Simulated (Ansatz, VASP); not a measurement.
## Two plane-wave programs on Mo2Br

The input INCAR:

```
ALGO = Normal
EDIFF = 1E-6
EDIFFG = -0.01
ENCUT = 600
GGA = PE
IBRION = 2
ISIF = 3
ISMEAR = 0
LASPH = T
LCHARG = F
LREAL = F
LWAVE = F
NELM = 60
NSW = 100
PREC = Accurate
SIGMA = 0.1
```

KPOINTS

```
k-points
0
Gamma
  8 8 8
```

The input POSCAR:

```
Mo2Br
1.0
    0.0000000000      3.8128140535      3.8128140535
    3.8128140535      0.0000000000      3.8128140535
    3.8128140535      3.8128140535      0.0000000000
Mo Br
4 2
Direct
    0.6250000000      0.1250000000      0.6250000000
    0.6250000000      0.6250000000      0.1250000000
    0.1250000000      0.6250000000      0.6250000000
    0.6250000000      0.6250000000      0.6250000000
    0.2500000000      0.2500000000      0.2500000000
    0.0000000000      0.0000000000      0.0000000000
```

Input for Ansatz:

```yaml
crystal:
  lattice:
    - [0.0, 3.8128140535, 3.8128140535]
    - [3.8128140535, 0.0, 3.8128140535]
    - [3.8128140535, 3.8128140535, 0.0]
  atoms:
    - { symbol: Mo, position: [0.625, 0.125, 0.625] }
    - { symbol: Mo, position: [0.625, 0.625, 0.125] }
    - { symbol: Mo, position: [0.125, 0.625, 0.625] }
    - { symbol: Mo, position: [0.625, 0.625, 0.625] }
    - { symbol: Br, position: [0.25, 0.25, 0.25] }
    - { symbol: Br, position: [0.0, 0.0, 0.0] }
basis:
  ecutwfc: 420
kpoints:
  mp_grid: { grid: [8, 8, 8] }
hamiltonian:
  xc: pbe
scf:
  occupations: { method: gaussian, width: 0.1 }
output:
  forces: true
  stress: true
  eigenvalues: true
  write_density: true
  write_potential: true
  elf: true
  volumetric_format: npy
relax:
  adjacent_minimum: "off"
  f_tol: 0.01
  max_steps: 80
  cell: { stress_tol: 0.05 }
```

Change from the starting cell: species swapped into the SrPt2 type (Fd-3m, No. 227).

Alike in both runs: task relaxation of cell and atoms; functional PBE; k mesh 8 × 8 × 8; occupations gaussian, width 0.1 eV; no spin polarisation.

|  | VASP | Ansatz |
| --- | --- | --- |
| version | VASP 6.6.1 | Ansatz 0.2.0 |
| potentials or method | VASP PAW PBE potentials, release 64 (Mo_sv, Br), cutoff 600 eV | scalar-relativistic, plane waves, PAW |
| valence electrons in the cell | 70 | 70 |

```csv
,VASP,Ansatz,Ansatz less VASP
"gap on the k mesh at the Fermi level, each at its own relaxed structure (eV)",none,none,-
relaxed volume (Å³/atom),18.53,18.50,-0.025
relaxed cell length with the largest relative difference (Å),5.397,5.394,-0.0024
```

A gap of «none» marks a metal or a gap that the smearing closes.
